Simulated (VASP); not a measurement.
# MgO in VASP: notebook, part 2 of 2

VASP 6.6.1. The steps go on from the part before.

### 3 Single point, PBEsol (mode 4 frozen in at -0.040 Å and mode 5 at +0.000 Å (largest displacements))

INCAR

```
PREC = Accurate ; ENCUT = 520
EDIFF = 1E-6 ; ISMEAR = 0
SIGMA = 0.05 ; LREAL = False
LASPH = True ; NELM = 100
ALGO = Normal ; ISIF = 2
LWAVE = False ; LCHARG = True
GGA = PS ; LELF = True
LVHAR = True ; NBANDS = 11
```

KPOINTS

```
regular mesh
0
Gamma
  10 10 10
```

POSCAR

```
MgO
1.0
    0.0000000000      2.1075959641      2.1075959641
    2.1075959641      0.0000000000      2.1075959641
    2.1075959641      2.1075959641      0.0000000000
Mg O
1 1
Direct
   -0.0063090101      0.0063090101      0.0063090101
    0.5095843797      0.4904156203      0.4904156203
```

Potentials or basis: VASP PAW PBE potentials, release 64 (Mg, O).

The run is started by

```
$ cat potpaw_PBE.64/Mg/POTCAR potpaw_PBE.64/O/POTCAR > POTCAR
$ mpirun -np 1 vasp_std > vasp.out
```

OUTCAR:

```text
PREC = Accurate
   ENCUT = 520
   EDIFF = 1E-6
   ISMEAR = 0
   LREAL = False
   LASPH = True
   NELM = 100
   ISIF = 2
   GGA = PS

 ion  position               nearest neighbor table
   1  0.994  0.006  0.006-   2 2.04   2 2.11   2 2.11   2 2.11   2 2.11   2 2.17
   2  0.510  0.490  0.490-   1 2.04   1 2.11   1 2.11   1 2.11   1 2.11   1 2.17

  LATTYP: Found a face centered cubic cell.
 ALAT       =     4.2151919282

  Lattice vectors:

 A1 = (   0.0000000000,   2.1075959641,   2.1075959641)
 A2 = (   2.1075959641,   0.0000000000,   2.1075959641)
[... 515 lines left out ...]
      8      19.3498      0.00000
      9      22.3202      0.00000
     10      23.7710      0.00000
     11      25.7416      0.00000

 [... further k-points ...]
[... 5 lines left out ...]
  --------------------------------------------------------------------------------------
  -------------------------------------------------------------------------------------
  Total        0.1024549     -0.0858991     -0.0858991      0.0000000     -0.0000000      0.0000000
  in kB        8.7670035     -7.3503333     -7.3503333      0.0000000     -0.0000000      0.0000000
  external PRESSURE =      -1.9778877 kB  Pullay stress =       0.0000000 kB

 VOLUME and BASIS-vectors are now :
 -----------------------------------------------------------------------------
  energy-cutoff  :      520.00
  volume of cell :       18.72
      direct lattice vectors                 reciprocal lattice vectors
     0.000000000  2.107595964  2.107595964    -0.237237122  0.237237122  0.237237122
     2.107595964  0.000000000  2.107595964     0.237237122 -0.237237122  0.237237122
     2.107595964  2.107595964  0.000000000     0.237237122  0.237237122 -0.237237122

 POSITION                                       TOTAL-FORCE (eV/Angst)
 -----------------------------------------------------------------------------------
      0.02659      2.10760      2.10760        -0.371425      0.000000      0.000000
      2.06720      2.10760      2.10760         0.371425      0.000000      0.000000
 -----------------------------------------------------------------------------------
    total drift:                                0.000076     -0.000000     -0.000000

  FREE ENERGIE OF THE ION-ELECTRON SYSTEM (eV)
  ---------------------------------------------------
  free  energy   TOTEN  =       -12.5001727029 eV

  energy  without entropy=      -12.5001727029  energy(sigma->0) =      -12.50017270
```

stdout:

```text
POSCAR found type information on POSCAR MgO
 POSCAR found :  2 types and       2 ions
 scaLAPACK will be used
 -----------------------------------------------------------------------------
|                                                                             |
|                                                                             |
|     You enforced a specific xc type in the INCAR file but a different       |
|     I HOPE YOU KNOW WHAT YOU ARE DOING!                                     |
|                                                                             |
 -----------------------------------------------------------------------------

 LDA part: xc-table for (Slater+PW92), standard interpolation
 POSCAR, INCAR and KPOINTS ok, starting setup
 FFT: planning ... GRIDC
 FFT: planning ... GRID_SOFT
 FFT: planning ... GRID
 WAVECAR not read
 entering main loop
```

Run time: 6.8 s. Hardware: 1 thread of Intel Xeon 6975P-C (Granite Rapids), shared host; peak memory 0.15 GiB.

Results:

* Free energy: -12.5002 eV
* Pressure: -0.2 GPa
* Largest force: 0.371 eV/Å
* Band gap on the k mesh: 4.61 eV, direct

Forces on the atoms (eV/Å):
```
Mg  -0.371  0.000  0.000
O    0.371  0.000  0.000
```

Caveat: the cell differs from its parent crystal (mode 4 frozen in at -0.040 Å and mode 5 at +0.000 Å (largest displacements)); the PAW data sets were made with another functional, which shifts forces and pressure a little.

### 4 Single point, PBEsol (mode 4 frozen in at -0.040 Å and mode 5 at -0.040 Å (largest displacements))

INCAR

```
PREC     = Accurate       # precision mode
ENCUT    = 520            # plane-wave cutoff, eV
EDIFF    = 1E-6           # SCF threshold, eV
ISMEAR   = 0              # smearing method
SIGMA    = 0.05           # smearing width, eV
LREAL    = False          # projectors in reciprocal space
LASPH    = True           # aspherical terms in the spheres
NELM     = 60             # most SCF steps
ALGO     = Normal         # electronic algorithm
ISIF     = 2              # what is computed and relaxed
LWAVE    = False          # write WAVECAR
LCHARG   = False          # write CHGCAR
GGA      = PS             # functional
NBANDS   = 11             # bands
```

KPOINTS is that of step 3.

POSCAR

```
MgO
1.0
    0.0000000000      2.1075959641      2.1075959641
    2.1075959641      0.0000000000      2.1075959641
    2.1075959641      2.1075959641      0.0000000000
Mg O
1 1
Direct
    0.0000000000      0.0000000000      0.0126180202
    0.5000000000      0.5000000000      0.4808312406
```

The run is started by

```
$ cat potpaw_PBE.64/Mg/POTCAR potpaw_PBE.64/O/POTCAR > POTCAR
$ mpirun -np 1 vasp_std > vasp.out
```

Wall time 9.3 s (1 thread of Intel Xeon 6975P-C (Granite Rapids), shared host); peak memory 0.16 GiB.

Results (log left out):

* Free energy: -12.4882 eV
* Pressure: 0.3 GPa
* Largest force: 0.515 eV/Å
* Band gap on the k mesh: 4.61 eV, direct

Forces in eV/Å, atoms in the order of the input:
```
Mg  -0.364 -0.364  0.000
O    0.364  0.364  0.000
```

Stress tensor (GPa, compression positive):
```
 0.84 -0.27  0.00
-0.27  0.84  0.00
 0.00  0.00 -0.76
```

Levels at points of the mesh, in eV from the valence-band top:
| k point | band 2 | band 3 | band 4 | band 5 | band 6 | band 7 |
| --- | --- | --- | --- | --- | --- | --- |
| (0.00, 0.00, 0.00) | -0.01 | 0.00 | 0.00 | 4.61 | 15.62 | 15.66 |
| (0.50, 0.00, 0.00) | -4.66 | -0.66 | -0.64 | 7.73 | 12.43 | 16.14 |
| (0.00, 0.00, 0.50) | -4.66 | -0.67 | -0.65 | 7.75 | 12.46 | 16.15 |
| (0.50, 0.50, 0.00) | -4.13 | -1.37 | -1.36 | 8.95 | 9.81 | 12.96 |
| (0.00, 0.50, 0.50) | -4.12 | -1.36 | -1.36 | 8.94 | 9.80 | 12.96 |

Caveat: the cell differs from its parent crystal (mode 4 frozen in at -0.040 Å and mode 5 at -0.040 Å (largest displacements)); the PAW data sets were made with another functional, which shifts forces and pressure a little.

### 5 Comparison with measurements

Step 2. Measured gap of MgO: 7.83 eV (quoted in “Electronic structure of alkaline earth and post-transition metal oxides”, 2009, arxiv:0908.1581). This calculation gives 4.61 eV (-3.22 eV). The value is that of PBEsol, without temperature or zero-point motion. Semilocal functionals fall short of measured gaps as a rule.
